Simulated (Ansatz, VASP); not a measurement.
**Two plane-wave programs on Si4O7**

INCAR

```
ALGO     = Normal         # electronic algorithm
EDIFF    = 1E-6           # SCF threshold, eV
ENCUT    = 520            # plane-wave cutoff, eV
GGA      = PE             # functional
ISIF     = 2              # what is computed and relaxed
ISMEAR   = 0              # smearing method
LASPH    = T              # aspherical terms in the spheres
LCHARG   = T              # write CHGCAR
LELF     = T              # ELF
LREAL    = F              # projectors in reciprocal space
LVHAR    = T            
LWAVE    = F              # write WAVECAR
NBANDS   = 40             # bands
NELM     = 60             # most SCF steps
PREC     = Accurate       # precision mode
SIGMA    = 0.05           # smearing width, eV
```

Contents of KPOINTS:

```
k-points
0
Gamma
  6 6 6
```

File POSCAR:

```
Si4O7
1.0
    0.0000000000      4.2357990674     -2.6899428419
    0.0000000000     -4.2357990674     -2.6899428419
   -4.2357990674      0.0000000000      2.6899428419
Si O
4 7
Direct
    0.2500000000      0.7500000000      0.5000000000
    0.7500000000      0.2500000000      0.5000000000
    0.0000000000      0.0000000000      1.0000000000
    0.5000000000      0.5000000000      1.0000000000
    1.0000000000      0.3069827092      0.3069827092
    0.5569827092      0.7500000000      0.8069827092
    0.0569827092      0.2500000000      0.8069827092
    0.0000000000      0.6930172908      0.6930172908
    0.4791330169      0.2412716135      0.7204046304
    0.9430172908      0.7500000000      0.1930172908
    0.4430172908      0.2500000000      0.1930172908
```

Input for Ansatz:

```yaml
crystal:
  lattice:
    - [0.0, 4.2357990674, -2.6899428419]
    - [0.0, -4.2357990674, -2.6899428419]
    - [-4.2357990674, 0.0, 2.6899428419]
  atoms:
    - { symbol: Si, position: [0.25, 0.75, 0.5] }
    - { symbol: Si, position: [0.75, 0.25, 0.5] }
    - { symbol: Si, position: [0.0, 0.0, 1.0] }
    - { symbol: Si, position: [0.5, 0.5, 1.0] }
    - { symbol: O, position: [1.0, 0.3069827092, 0.3069827092] }
    - { symbol: O, position: [0.5569827092, 0.75, 0.8069827092] }
    - { symbol: O, position: [0.0569827092, 0.25, 0.8069827092] }
    - { symbol: O, position: [0.0, 0.6930172908, 0.6930172908] }
    - { symbol: O, position: [0.4791330169, 0.2412716135, 0.7204046304] }
    - { symbol: O, position: [0.9430172908, 0.75, 0.1930172908] }
    - { symbol: O, position: [0.4430172908, 0.25, 0.1930172908] }
basis:
  ecutwfc: 420
kpoints:
  mp_grid: { grid: [6, 6, 6] }
hamiltonian:
  xc: pbe
  pseudopotentials: { kind: paw, azcp: { folder: soft_1 } }
scf:
  occupations: { method: gaussian, width: 0.05 }
output:
  forces: true
  stress: true
  eigenvalues: true
  write_density: true
  write_potential: true
  elf: true
  volumetric_format: npy
```

Change from the starting cell: O vacancy; atom 9 moved -0.125 of the way to it and -0.125 Å across, host rigid.

Alike in both runs: task single point; functional PBE; k mesh 6 × 6 × 6; occupations gaussian, width 0.05 eV; no spin polarisation.

|  | VASP | Ansatz |
| --- | --- | --- |
| version | VASP 6.6.1 | Ansatz 0.2.0 |
| potentials or method | VASP PAW PBE potentials, release 64 (Si, O), cutoff 520 eV | scalar-relativistic, plane waves, PAW |
| valence electrons in the cell | 58 | 58 |

|  | VASP | Ansatz | Ansatz less VASP |
| --- | --- | --- | --- |
| gap on the k mesh at the Fermi level (eV) | 1.98 | 2.00 | +0.014 |
| least direct gap on the mesh (eV) | 2.47 | 2.48 | +0.013 |
| pressure (GPa) | 2.7 | 2.5 | -0.22 |
| traceless stress, the component that is largest in VASP (GPa) | -6.04 | -6.31 | -0.263 |
| rms of the force components (eV/Å) | 1.719 | 1.696 | -0.0226 |

Atom by atom the forces differ by 0.026 eV/Å (rms over components). The functional is the same, so the differences come from potentials, cutoffs and numerics.
